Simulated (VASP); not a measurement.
# Mo (Im-3m) in VASP: single point with PBEsol+D4

Aim: the single point of Mo with PBEsol+D4.

Program: VASP 6.6.1. These are calculated values, not measurements. Logs are shortened: lines on timing, memory, paths and dates and some standing lists are left out, and cuts for length are marked.

## 1. The cell of the first run

The structure is cubic, space group Im-3m (No. 229). Conventional cell: a = 3.117 Å, b = 3.117 Å, c = 3.117 Å, α = 90.00°, β = 90.00°, γ = 90.00°. Within 3.6 Å of Mo (site symmetry m-3m) lie 14 Mo at 2.70 to 3.12 Å.

## 2. Single point, PBEsol+D4

INCAR reads:

```
SYSTEM = Mo
  PREC = Accurate
  ENCUT = 500
  EDIFF = 1E-6
  ISMEAR = 0
  SIGMA = 0.1
  LREAL = .FALSE.
  LASPH = .TRUE.
  NELM = 120
  ALGO = Normal
  ISIF = 2
  LWAVE = .FALSE.
  LCHARG = .FALSE.
  GGA = PS
  IVDW = 13
  NBANDS = 13
  GGA_COMPAT = .FALSE.
```

KPOINTS reads:

```
regular mesh
0
G
  18 18 18
  0 0 0
```

POSCAR reads:

```
Mo
1.0
   -1.5583631751      1.5583631751      1.5583631751
    1.5583631751     -1.5583631751      1.5583631751
    1.5583631751      1.5583631751     -1.5583631751
Mo
1
Direct
    0.0000000000      0.0000000000      0.0000000000
```

Potentials or basis: VASP PAW PBE potentials, release 64 (Mo_sv).

Run with:

```bash
> cat potpaw_PBE.64/Mo_sv/POTCAR > POTCAR
> mpirun -np 1 vasp_std > vasp.out
```

OUTCAR:

```text
SYSTEM = Mo
   PREC = Accurate
   ENCUT = 500
   EDIFF = 1E-6
   ISMEAR = 0
   LREAL = .FALSE.
   LASPH = .TRUE.
   NELM = 120
   ISIF = 2
   GGA = PS
   IVDW = 13

 ion  position               nearest neighbor table
   1  0.000  0.000  0.000-

  LATTYP: Found a body centered cubic cell.
 ALAT       =     3.1167263502

  Lattice vectors:

 A1 = (  -1.5583631751,   1.5583631751,   1.5583631751)
 A2 = (   1.5583631751,  -1.5583631751,   1.5583631751)
 A3 = (   1.5583631751,   1.5583631751,  -1.5583631751)

Analysis of symmetry for initial positions (statically):
=====================================================================
 Subroutine PRICEL returns:
 Original cell was already a primitive cell.

 Routine SETGRP: Setting up the symmetry group for a
 body centered cubic supercell.

 Subroutine GETGRP returns: Found 48 space group operations
 (whereof 48 operations were pure point group operations)
 out of a pool of 48 trial point group operations.

The static configuration has the point symmetry O_h .

Analysis of symmetry for dynamics (positions and initial velocities):
=====================================================================
 Subroutine PRICEL returns:
 Original cell was already a primitive cell.

 Routine SETGRP: Setting up the symmetry group for a
 body centered cubic supercell.

 Subroutine GETGRP returns: Found 48 space group operations
 (whereof 48 operations were pure point group operations)
 out of a pool of 48 trial point group operations.

The dynamic configuration has the point symmetry O_h .

 Subroutine INISYM returns: Found 48 space group operations
 (whereof 48 operations are pure point group operations),
 and found     1 'primitive' translations

----------------------------------------------------------------------------------------

                                     Primitive cell

  volume of cell :      15.1379

  direct lattice vectors                    reciprocal lattice vectors
    -1.558363175  1.558363175  1.558363175     0.000000000  0.320849471  0.320849471
     1.558363175 -1.558363175  1.558363175     0.320849471  0.000000000  0.320849471
     1.558363175  1.558363175 -1.558363175     0.320849471  0.320849471  0.000000000

  length of vectors
     2.699164196  2.699164196  2.699164196     0.453749673  0.453749673  0.453749673

  position of ions in fractional coordinates (direct lattice)
     0.000000000  0.000000000  0.000000000

  ion indices of the primitive-cell ions
   primitive index   ion index
                 1           1

----------------------------------------------------------------------------------------

 KPOINTS: regular mesh

Automatic generation of k-mesh.
 Grid dimensions read from file:
 generate k-points for:   18   18   18

 Generating k-lattice:

  Cartesian coordinates                     Fractional coordinates (reciprocal lattice)
     0.000000000  0.017824971  0.017824971     0.055555556  0.000000000  0.000000000
     0.017824971  0.000000000  0.017824971     0.000000000  0.055555556  0.000000000
     0.017824971  0.017824971  0.000000000     0.000000000  0.000000000  0.055555556

  Length of vectors
     0.025208315  0.025208315  0.025208315

  Shift w.r.t. Gamma in fractional coordinates (k-lattice)
     0.000000000  0.000000000  0.000000000

 Subroutine IBZKPT returns following result:
 ===========================================

 Found    195 irreducible k-points:

 Following reciprocal coordinates:
            Coordinates               Weight
  0.000000  0.000000  0.000000      1.000000
  0.055556  0.000000  0.000000     12.000000
  0.111111  0.000000  0.000000     12.000000
  0.166667  0.000000  0.000000     12.000000
  0.222222  0.000000  0.000000     12.000000
  0.277778  0.000000  0.000000     12.000000
[... 16 lines left out ...]
  0.333333  0.111111  0.000000     48.000000
  0.388889  0.111111  0.000000     48.000000
 [... further k-points ...]
   k-points           NKPTS =    195   k-points in BZ     NKDIM =    195   number of bands    NBANDS=     13
   number of dos      NEDOS =    301   number of ions     NIONS =      1
   total plane-waves  NPLWV =   8000
   dimension x,y,z NGX =    20 NGY =   20 NGZ =   20
   dimension x,y,z NGXF=    40 NGYF=   40 NGZF=   40
   ions per type =               1
   NGX,Y,Z   is equivalent  to a cutoff of  12.32, 12.32, 12.32 a.u.
   NGXF,Y,Z  is equivalent  to a cutoff of  24.64, 24.64, 24.64 a.u.
 SYSTEM =  Mo
   PREC   = accura    normal or accurate (medium, high low for compatibility)
   ISTART =      0    job   : 0-new  1-cont  2-samecut
   ICHARG =      2    charge: 1-file 2-atom 10-const
   ISPIN  =      1    spin polarized calculation?
   LNONCOLLINEAR =      F non collinear calculations
   LSORBIT =      F    spin-orbit coupling
   LASPH  =      T    aspherical Exc in radial PAW
   ENCUT  =  500.0 eV  36.75 Ry    6.06 a.u.   4.92  4.92  4.92*2*pi/ulx,y,z
   NELM   =    120;   NELMIN=  2; NELMDL= -5     # of ELM steps
   EDIFF  = 0.1E-05   stopping-criterion for ELM
   LREAL  =      F    real-space projection
   EDIFFG = 0.1E-04   stopping-criterion for IOM
   NSW    =      0    number of steps for IOM
   IBRION =     -1    ionic relax: 0-MD 1-quasi-New 2-CG
   NFREE  =      0    steps in history (QN), initial steepest desc. (CG)
   ISIF   =      2    stress and relaxation
   ISYM   =      2    0-nonsym 1-usesym 2-fastsym
   POTIM  = 0.5000    time-step for ionic-motion
   TEBEG  =    0.0;   TEEND  =   0.0 temperature during run
   PSTRESS=    0.0 pullay stress
   NELECT =      14.0000    total number of electrons
   NUPDOWN=      -1.0000    fix difference up-down
   EMIN   =  10.00;   EMAX   =-10.00  energy-range for DOS
   EFERMI =   0.00;   METHOD = LEGACY
   ISMEAR =     0;   SIGMA  =   0.10  broadening in eV -4-tet -1-fermi 0-gaus
   EFERMI_NEDOS =   21; number of points for ismear=-14 and -15
   IALGO  =     38    algorithm
   IMIX   =      4    mixing-type and parameters
     AMIX     =   0.40;   BMIX     =  1.00
     AMIX_MAG =   1.60;   BMIX_MAG =  1.00
  volume/ion in A,a.u.               =      15.14       102.16
  Fermi-wavevector in a.u.,A,eV,Ry     =   1.595005  3.014123 34.613798  2.544042
  Thomas-Fermi vector in A             =   2.692991
   LORBIT       =      0    0 simple, 1 ext, 2 COOP (PROOUT), +10 PAW based schemes
   GGA     = PS    functional components
   LHFCALC =     F    Hartree Fock is set to
   AEXX    =    0.0000 exact exchange contribution
   IVDW    =    13    specifies the selected vdW correction
   LEPSILON=     F    determine dielectric tensor
   LRPA    =     F    only Hartree local field effects (RPA)
 non-spin polarized calculation
 Gauss-broadening in eV      SIGMA  =   0.10
  energy-cutoff  :      500.00
  volume of cell :       15.14
 maximum number of plane-waves:       395
   NGX =  9   NGY =  9   NGZ =  9

 number of electron      13.9999997 magnetization

 Free energy of the ion-electron system (eV)
  ---------------------------------------------------
  ext. energy  EPLUGINS =         0.00000000
  ---------------------------------------------------
  free energy    TOTEN  =       -11.77523965 eV

  energy without entropy =      -11.77303903  energy(sigma->0) =      -11.77413934

 E-fermi :  13.0107     XC(G=0): -13.7109

 val. band max:       13.0048095089   @ k =  -0.3889   0.4444   0.2778
 cond. band min:      13.0310023683   @ k =   0.3889   0.1111   0.0000
 fundamental gap:      0.0261928594
 Fermi energy:        13.0107140377

 k-point     1 :       0.0000    0.0000    0.0000
  band No.  band energies     occupation
      1     -48.2121      2.00000
      2     -21.4208      2.00000
      3     -21.4208      2.00000
      4     -21.4208      2.00000
      5       5.5991      2.00000
      6      11.5576      2.00000
      7      11.5576      2.00000
      8      11.5576      2.00000
      9      14.6937      0.00000
     10      14.6937      0.00000
     11      27.8416      0.00000
     12      27.8416      0.00000
     13      27.8416      0.00000

 k-point     2 :       0.0556    0.0000    0.0000
  band No.  band energies     occupation
      1     -48.2032      2.00000
      2     -21.4715      2.00000
      3     -21.4363      2.00000
      4     -21.4212      2.00000
      5       5.7419      2.00000
      6      11.4754      2.00000
      7      11.5443      2.00000
      8      11.6921      2.00000
      9      14.5693      0.00000
     10      14.6953      0.00000
     11      27.9528      0.00000
     12      28.0826      0.00000
     13      28.1400      0.00000

 k-point     3 :       0.1111    0.0000    0.0000
  band No.  band energies     occupation
      1     -48.1774      2.00000
      2     -21.6160      2.00000
      3     -21.4807      2.00000
      4     -21.4224      2.00000
      5       6.1482      2.00000
      6      11.2477      2.00000
      7      11.4858      2.00000
      8      12.0901      2.00000
      9      14.2976      0.00000
     10      14.7059      0.00000
     11      28.2228      0.00000
     12      28.7847      0.00000
     13      28.8891      0.00000
[... 305 lines left out ...]
 k-point    23 :       0.3333    0.1111    0.0000
  band No.  band energies     occupation
      1     -47.9339      2.00000
      2     -22.7764      2.00000
      3     -21.9082      2.00000
      4     -21.5006      2.00000
      5       8.0254      2.00000
      6       9.7203      2.00000
      7      12.3786      2.00000
      8      14.4867      0.00000
      9      15.5445      0.00000
     10      17.7308      0.00000
     11      25.9410      0.00000
     12      26.7318      0.00000
     13      31.3317      0.00000

 k-point    24 :       0.3889    0.1111    0.0000
  band No.  band energies     occupation
      1     -47.9085      2.00000
      2     -22.8844      2.00000
      3     -21.9596      2.00000
      4     -21.5030      2.00000
      5       7.8735      2.00000
      6       9.5883      2.00000
      7      13.0310      0.77417
      8      14.6137      0.00000
      9      15.8168      0.00000
     10      18.6479      0.00000
     11      25.1139      0.00000
     12      25.9193      0.00000
     13      30.3789      0.00000

 [... further k-points ...]

------------------------ aborting loop because EDIFF is reached ----------------------------------------

  DFT-D4 for vdW energy calculation

  Edisp (eV):   -0.36647

  FORCE on cell =-STRESS in cart. coord.  units (eV):
  Direction    XX          YY          ZZ          XY          YZ          ZX
  --------------------------------------------------------------------------------------
  -------------------------------------------------------------------------------------
  Total       0.05431     0.05431     0.05431     0.00000     0.00000    -0.00000
  in kB       5.74852     5.74852     5.74852     0.00000     0.00000    -0.00000
  external pressure =        5.75 kB  Pullay stress =        0.00 kB

 VOLUME and BASIS-vectors are now :
 -----------------------------------------------------------------------------
  energy-cutoff  :      500.00
  volume of cell :       15.14
      direct lattice vectors                 reciprocal lattice vectors
    -1.558363175  1.558363175  1.558363175     0.000000000  0.320849471  0.320849471
     1.558363175 -1.558363175  1.558363175     0.320849471  0.000000000  0.320849471
     1.558363175  1.558363175 -1.558363175     0.320849471  0.320849471  0.000000000

 POSITION                                       TOTAL-FORCE (eV/Angst)
 -----------------------------------------------------------------------------------
      0.00000      0.00000      0.00000        -0.000000     -0.000000      0.000000
 -----------------------------------------------------------------------------------
    total drift:                                0.000000     -0.000000      0.000000

  FREE ENERGIE OF THE ION-ELECTRON SYSTEM (eV)
  ---------------------------------------------------
  free  energy   TOTEN  =       -12.1417118890 eV

  energy  without entropy=      -12.1395112722  energy(sigma->0) =      -12.14061158
```

Wall time 13 s (1 thread of Intel Xeon Platinum 8559C (Emerald Rapids), shared host); peak memory 0.15 GiB.

What came out:

```
Free energy                : -12.1417 eV
Pressure                   : 0.6 GPa
Band gap on the k mesh     : zero (band 7 reaches 17.19 eV, above the bottom of band 8 at 11.56 eV)
Dispersion energy per atom : -0.366 eV
```

Caveat: the PAW data sets were made with another functional, which shifts forces and pressure a little; pairwise dispersion overbinds metals, which lowers pressure and volume.
